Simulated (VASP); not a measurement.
# GaSb3 (I4/mmm) in VASP: further runs, part 2 of 3

VASP 6.6.1.

## Step 4: Single point, PBEsol (24.25 Å³/atom)

Contents of INCAR:

```
ALGO = Normal ; EDIFF = 1E-7
ENCUT = 520 ; GGA = PS
ISIF = 2 ; ISMEAR = 0
LASPH = T ; LCHARG = F
LREAL = F ; LWAVE = F
NBANDS = 22 ; NELM = 60
PREC = Accurate ; SIGMA = 0.15
```

Contents of KPOINTS:

```
k-points
0
Gamma
  10 10 10
```

Contents of POSCAR:

```
GaSb3
1.0
    0.0000000000      3.5822790583      3.7789461786
    3.5822790583      0.0000000000      3.7789461786
    3.5822790583      3.5822790583      0.0000000000
Ga Sb
1 3
Direct
    0.0000000000      0.0000000000      0.0000000000
    0.2500000000      0.2500000000      0.2500000000
    0.7500000000      0.7500000000      0.7500000000
    0.5000000000      0.5000000000      0.5000000000
```

Potentials or basis: VASP PAW PBE potentials, release 64 (Ga_d, Sb).

On the command line:

```bash
$ cat potpaw_PBE.64/Ga_d/POTCAR potpaw_PBE.64/Sb/POTCAR > POTCAR
$ mpirun -np 1 vasp_std > vasp.out
```

OUTCAR:

```text
EDIFF = 1E-7
   ENCUT = 520
   GGA = PS
   ISIF = 2
   ISMEAR = 0
   LASPH = T
   LREAL = F
   NELM = 60
   PREC = Accurate

 ion  position               nearest neighbor table
   1  0.000  0.000  0.000-   2 3.16   3 3.16   3 3.16   3 3.16   3 3.16   2 3.16   2 3.16   2 3.16

   2  0.250  0.250  0.250-   1 3.16   4 3.16   1 3.16   1 3.16   1 3.16   4 3.16   4 3.16   4 3.16
                             3 3.58   3 3.58   3 3.58   3 3.58   3 3.78   3 3.78
   3  0.750  0.750  0.750-   1 3.16   4 3.16   4 3.16   4 3.16   4 3.16   1 3.16   1 3.16   1 3.16
                             2 3.58   2 3.58   2 3.58   2 3.58   2 3.78   2 3.78
   4  0.500  0.500  0.500-   2 3.16   3 3.16   2 3.16   2 3.16   2 3.16   3 3.16   3 3.16   3 3.16

  LATTYP: Found a body centered tetragonal cell.
 ALAT       =     5.0661076285
 C/A-ratio  =     1.4918538869

  Lattice vectors:

 A1 = (  -3.5822790583,   0.0000000000,   3.7789461786)
 A2 = (   3.5822790583,   0.0000000000,   3.7789461786)
 A3 = (   0.0000000000,   3.5822790583,  -3.7789461786)

Analysis of symmetry for initial positions (statically):
=====================================================================
 Subroutine PRICEL returns:
 Original cell was already a primitive cell.

 Routine SETGRP: Setting up the symmetry group for a
 body centered tetragonal supercell.

 Subroutine GETGRP returns: Found 16 space group operations
 (whereof 16 operations were pure point group operations)
 out of a pool of 16 trial point group operations.

The static configuration has the point symmetry D_4h.

Analysis of symmetry for dynamics (positions and initial velocities):
=====================================================================
 Subroutine PRICEL returns:
 Original cell was already a primitive cell.

 Routine SETGRP: Setting up the symmetry group for a
 body centered tetragonal supercell.

 Subroutine GETGRP returns: Found 16 space group operations
 (whereof 16 operations were pure point group operations)
 out of a pool of 16 trial point group operations.

The dynamic configuration has the point symmetry D_4h.

 Subroutine INISYM returns: Found 16 space group operations
 (whereof 16 operations are pure point group operations),
 and found     1 'primitive' translations

----------------------------------------------------------------------------------------

                                     Primitive cell

  volume of cell :      96.9883

  direct lattice vectors                    reciprocal lattice vectors
     0.000000000  3.582279058  3.778946179    -0.139575949  0.139575949  0.132312019
     3.582279058  0.000000000  3.778946179     0.139575949 -0.139575949  0.132312019
     3.582279058  3.582279058  0.000000000     0.139575949  0.139575949 -0.132312019

  length of vectors
     5.207029621  5.207029621  5.066107628     0.237632830  0.237632830  0.237632830

  position of ions in fractional coordinates (direct lattice)
     0.000000000  0.000000000  0.000000000
     0.250000000  0.250000000  0.250000000
     0.750000000  0.750000000  0.750000000
     0.500000000  0.500000000  0.500000000

  ion indices of the primitive-cell ions
   primitive index   ion index
                 1           1
                 2           2
                 3           3
                 4           4

----------------------------------------------------------------------------------------

 KPOINTS: k-points

Automatic generation of k-mesh.
 Grid dimensions read from file:
 generate k-points for:   10   10   10

 Generating k-lattice:

  Cartesian coordinates                     Fractional coordinates (reciprocal lattice)
    -0.013957595  0.013957595  0.013231202     0.100000000  0.000000000  0.000000000
     0.013957595 -0.013957595  0.013231202     0.000000000  0.100000000  0.000000000
     0.013957595  0.013957595 -0.013231202    -0.000000000 -0.000000000  0.100000000

  Length of vectors
     0.023763283  0.023763283  0.023763283

  Shift w.r.t. Gamma in fractional coordinates (k-lattice)
     0.000000000  0.000000000  0.000000000

 Subroutine IBZKPT returns following result:
 ===========================================

 Found    102 irreducible k-points:

 Following reciprocal coordinates:
            Coordinates               Weight
  0.000000  0.000000  0.000000      1.000000
  0.100000  0.000000  0.000000      8.000000
  0.200000  0.000000  0.000000      8.000000
  0.300000  0.000000  0.000000      8.000000
  0.400000  0.000000  0.000000      8.000000
  0.500000  0.000000  0.000000      4.000000
[... 16 lines left out ...]
  0.300000  0.300000  0.000000      2.000000
  0.400000  0.300000  0.000000      8.000000
 [... further k-points ...]
   k-points           NKPTS =    102   k-points in BZ     NKDIM =    102   number of bands    NBANDS=     22
   number of dos      NEDOS =    301   number of ions     NIONS =      4
   total plane-waves  NPLWV =  64000
   dimension x,y,z NGX =    40 NGY =   40 NGZ =   40
   dimension x,y,z NGXF=    80 NGYF=   80 NGZF=   80
   ions per type =               1   3
   NGX,Y,Z   is equivalent  to a cutoff of  12.77, 12.77, 13.13 a.u.
   NGXF,Y,Z  is equivalent  to a cutoff of  25.54, 25.54, 26.25 a.u.
 SYSTEM =  unknown system
   PREC   = accura    normal or accurate (medium, high low for compatibility)
   ISTART =      0    job   : 0-new  1-cont  2-samecut
   ICHARG =      2    charge: 1-file 2-atom 10-const
   ISPIN  =      1    spin polarized calculation?
   LNONCOLLINEAR =      F non collinear calculations
   LSORBIT =      F    spin-orbit coupling
   LASPH  =      T    aspherical Exc in radial PAW
   ENCUT  =  520.0 eV  38.22 Ry    6.18 a.u.   9.68  9.68  9.42*2*pi/ulx,y,z
   NELM   =     60;   NELMIN=  2; NELMDL= -5     # of ELM steps
   EDIFF  = 0.1E-06   stopping-criterion for ELM
   LREAL  =      F    real-space projection
   EDIFFG = 0.1E-05   stopping-criterion for IOM
   NSW    =      0    number of steps for IOM
   IBRION =     -1    ionic relax: 0-MD 1-quasi-New 2-CG
   NFREE  =      0    steps in history (QN), initial steepest desc. (CG)
   ISIF   =      2    stress and relaxation
   ISYM   =      2    0-nonsym 1-usesym 2-fastsym
   POTIM  = 0.5000    time-step for ionic-motion
   TEBEG  =    0.0;   TEEND  =   0.0 temperature during run
   PSTRESS=    0.0 pullay stress
   NELECT =      28.0000    total number of electrons
   NUPDOWN=      -1.0000    fix difference up-down
   EMIN   =  10.00;   EMAX   =-10.00  energy-range for DOS
   EFERMI =   0.00;   METHOD = LEGACY
   ISMEAR =     0;   SIGMA  =   0.15  broadening in eV -4-tet -1-fermi 0-gaus
   EFERMI_NEDOS =   21; number of points for ismear=-14 and -15
   IALGO  =     38    algorithm
   IMIX   =      4    mixing-type and parameters
     AMIX     =   0.40;   BMIX     =  1.00
     AMIX_MAG =   1.60;   BMIX_MAG =  1.00
  volume/ion in A,a.u.               =      24.25       163.63
  Fermi-wavevector in a.u.,A,eV,Ry     =   1.081984  2.044654 15.928208  1.170690
  Thomas-Fermi vector in A             =   2.218015
   LORBIT       =      0    0 simple, 1 ext, 2 COOP (PROOUT), +10 PAW based schemes
   GGA     = PS    functional components
   LHFCALC =     F    Hartree Fock is set to
   AEXX    =    0.0000 exact exchange contribution
   IVDW    =     0    specifies the selected vdW correction
   LEPSILON=     F    determine dielectric tensor
   LRPA    =     F    only Hartree local field effects (RPA)
 non-spin polarized calculation
 Gauss-broadening in eV      SIGMA  =   0.15
  energy-cutoff  :      520.00
  volume of cell :       96.99
 maximum number of plane-waves:      2639
   NGX = 19   NGY = 19   NGZ = 19

 number of electron      27.9999991 magnetization

 Free energy of the ion-electron system (eV)
  ---------------------------------------------------
  ext. energy  EPLUGINS =         0.00000000
  ---------------------------------------------------
  free energy    TOTEN  =       -16.38308212 eV

  energy without entropy =      -16.35682454  energy(sigma->0) =      -16.36995333

 E-fermi :   8.1197     XC(G=0): -10.6026

 val. band max:        8.1096842340   @ k =   0.3000   0.0000   0.2000
 cond. band min:       8.1259571002   @ k =   0.3000   0.1000   0.2000
 fundamental gap:      0.0162728662
 Fermi energy:         8.1196689271

 k-point     1 :       0.0000    0.0000    0.0000
  band No.  band energies     occupation
      1      -6.6248      2.00000
      2      -6.6212      2.00000
      3      -6.6212      2.00000
      4      -6.6094      2.00000
      5      -6.6031      2.00000
      6      -4.8270      2.00000
[... 574 lines left out ...]
      6      -3.5387      2.00000
[... 14 lines left out ...]
     21      12.8593      0.00000
     22      13.2085      0.00000

 [... further k-points ...]
[... 5 lines left out ...]
  --------------------------------------------------------------------------------------
  -------------------------------------------------------------------------------------
  Total        0.5120944      0.5120944     -0.6232852      0.0000000      0.0000000     -0.0000000
  in kB        8.4594296      8.4594296    -10.2962216      0.0000000      0.0000000     -0.0000000
  external PRESSURE =       2.2075459 kB  Pullay stress =       0.0000000 kB

 VOLUME and BASIS-vectors are now :
 -----------------------------------------------------------------------------
  energy-cutoff  :      520.00
  volume of cell :       96.99
      direct lattice vectors                 reciprocal lattice vectors
     0.000000000  3.582279058  3.778946179    -0.139575949  0.139575949  0.132312019
     3.582279058  0.000000000  3.778946179     0.139575949 -0.139575949  0.132312019
     3.582279058  3.582279058  0.000000000     0.139575949  0.139575949 -0.132312019

 POSITION                                       TOTAL-FORCE (eV/Angst)
 -----------------------------------------------------------------------------------
      0.00000      0.00000      0.00000         0.000000     -0.000000     -0.000000
      1.79114      1.79114      1.88947        -0.000000      0.000000     -0.000000
      5.37342      5.37342      5.66842        -0.000000      0.000000      0.000000
      3.58228      3.58228      3.77895         0.000000     -0.000000     -0.000000
 -----------------------------------------------------------------------------------
    total drift:                               -0.000000      0.000000      0.000000

  FREE ENERGIE OF THE ION-ELECTRON SYSTEM (eV)
  ---------------------------------------------------
  free  energy   TOTEN  =       -16.3830821164 eV

  energy  without entropy=      -16.3568245443  energy(sigma->0) =      -16.36995333
```

OSZICAR:

```text
N       E                     dE             d eps       ncg     rms          rms(c)
DAV:   1     0.160526138749E+03    0.16053E+03   -0.11674E+04  4648   0.137E+03
DAV:   2    -0.806201377489E+00   -0.16133E+03   -0.15506E+03  4900   0.326E+02
DAV:   3    -0.159915898288E+02   -0.15185E+02   -0.14743E+02  5578   0.826E+01
DAV:   4    -0.164190785889E+02   -0.42749E+00   -0.42507E+00  4920   0.142E+01
DAV:   5    -0.164297507311E+02   -0.10672E-01   -0.10669E-01  5684   0.235E+00    0.347E+00
DAV:   6    -0.163955461248E+02    0.34205E-01   -0.48807E-02  5788   0.242E+00    0.192E+00
DAV:   7    -0.163835211740E+02    0.12025E-01   -0.25517E-02  5776   0.123E+00    0.167E-01
DAV:   8    -0.163830996567E+02    0.42152E-03   -0.22153E-03  5304   0.463E-01    0.605E-02
DAV:   9    -0.163830848326E+02    0.14824E-04   -0.13805E-04  5562   0.751E-02    0.196E-02
DAV:  10    -0.163830828026E+02    0.20300E-05   -0.13072E-05  5440   0.340E-02    0.759E-03
DAV:  11    -0.163830825324E+02    0.27014E-06   -0.91385E-07  5626   0.660E-03    0.210E-03
DAV:  12    -0.163830821922E+02    0.34021E-06   -0.12354E-07  3212   0.328E-03    0.279E-04
DAV:  13    -0.163830821164E+02    0.75779E-07   -0.25642E-08  3000   0.123E-03
   1 F= -.16383082E+02 E0= -.16369953E+02  d E =-.262576E-01
```

It took 6.4 min on 1 thread of Intel Xeon 8259CL, shared host; peak memory 0.38 GiB.

Results:

```
Free energy            : -16.3831 eV
Pressure               : 0.2 GPa
Band gap on the k mesh : zero (bands 14 and 15 overlap by 4.36 eV)
```

Stress tensor (GPa, compression positive):
```
 0.85  0.00  0.00
 0.00  0.85  0.00
 0.00  0.00 -1.03
```

Levels at points of the mesh, in eV from the Fermi level:
```csv
k point,band 12,band 13,band 14,band 15,band 16,band 17
"(0.00, 0.00, 0.00)",-2.76,-2.52,-2.52,-2.51,-1.09,-0.56
"(0.50, 0.00, 0.00)",-2.90,-2.72,-0.20,0.13,1.94,2.45
"(0.50, 0.50, 0.00)",1.09,1.32,1.32,1.65,1.87,2.12
"(0.50, 0.00, 0.50)",0.66,0.70,0.97,1.52,1.58,2.46
```

Caveat: the PAW data sets were made with another functional, which shifts forces and pressure a little; spin-orbit coupling is left out, which moves the levels of the heavy elements.

(Continued in part 3 of 3.)
